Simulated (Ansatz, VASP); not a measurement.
Two plane-wave programs on MgF2

```xyz
6
Lattice="4.6220 0.0000 0.0000 0.0000 4.6220 0.0000 0.0000 0.0000 3.0461" Properties=species:S:1:pos:R:3 pbc="T T T"
Mg    0.0000    0.0000    0.0000
Mg    2.3110    2.3110    1.5231
F     1.4002    1.4002    0.0000
F     0.9108    3.7113    1.5231
F     3.2218    3.2218    0.0000
F     3.7113    0.9108    1.5231
```

Alike in both runs: task single point; functional PBE; k mesh 6 × 6 × 8; occupations fermi-dirac, width 0.02 eV; no spin polarisation.

|  | VASP | Ansatz |
| --- | --- | --- |
| version | VASP 6.6.1 | Ansatz 0.2.0 |
| potentials or method | VASP PAW PBE potentials, release 64 (Mg, F) | plane waves, PAW |
| plane-wave cutoff (eV) | 600 | 420 |
| valence electrons in the cell | 32 | 48 |

Ansatz gave:

| Quantity | Value |
| --- | --- |
| gap on the k mesh at the Fermi level (eV) | 7.16 |
| pressure (GPa) | 4.9 |
| traceless stress, the component that is largest in VASP (GPa) | 0.34 |
| rms of the force components (eV/Å) | 0.013 |

Which values does VASP return?

gap on the k mesh at the Fermi level (eV): 7.12; pressure (GPa): 3.9; traceless stress, the component that is largest in VASP (GPa): 0.28; rms of the force components (eV/Å): 0.012.

Atom by atom the forces differ by 0.001 eV/Å (rms over components). The functional is the same, so the differences come from potentials, cutoffs and numerics. VASP's potentials hold 32 valence electrons a cell and Ansatz's 48, so a difference there can come from the potentials and not from the codes.
